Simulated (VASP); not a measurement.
A run of VASP 6.6.1 is set up as follows.

File INCAR:

```
SYSTEM = SiC
ALGO = Normal
EDIFF = 1E-6
ENCUT = 600
GGA = PE
GGA_COMPAT = .FALSE.
ISIF = 2
ISMEAR = 0
LASPH = .TRUE.
LCHARG = .FALSE.
LREAL = .FALSE.
LWAVE = .FALSE.
NBANDS = 26
NELM = 120
PREC = Accurate
SIGMA = 0.01
```

File KPOINTS:

```
k-points
0
G
  3 3 3
  0 0 0
```

File POSCAR:

```
SiC
1.0
    4.3797050000      0.0000000000      0.0000000000
    0.0000000000      0.0000000000     -4.3797050000
    0.0000000000      4.3797050000      0.0000000000
Si C
4 4
Direct
    0.2500000000      0.2500000000      0.2500000000
    0.2500000000      0.7500000000      0.7500000000
    0.7500000000      0.2500000000      0.7500000000
    0.7500000000      0.7500000000      0.2500000000
    0.0000000000      0.0000000000      0.0000000000
    0.0000000000      0.5000000000      0.5000000000
    0.5000000000      0.0000000000      0.5000000000
    0.5000000000      0.5000000000      0.0000000000
```

Potentials or basis: VASP PAW PBE potentials, release 64 (Si, C).

Launch:

```console
$ cat potpaw_PBE.64/Si/POTCAR potpaw_PBE.64/C/POTCAR > POTCAR
$ mpirun -np 1 vasp_std > vasp.out
```

Question: Predict the pressure.

Answer: -0.2 GPa.

Question: What does it give for the band gap on the k mesh?

Answer: 1.36 eV.

Caveat: the k points lie up to 0.48 Å⁻¹ apart. PBE gaps usually lie below the measured ones, often by a third to a half.
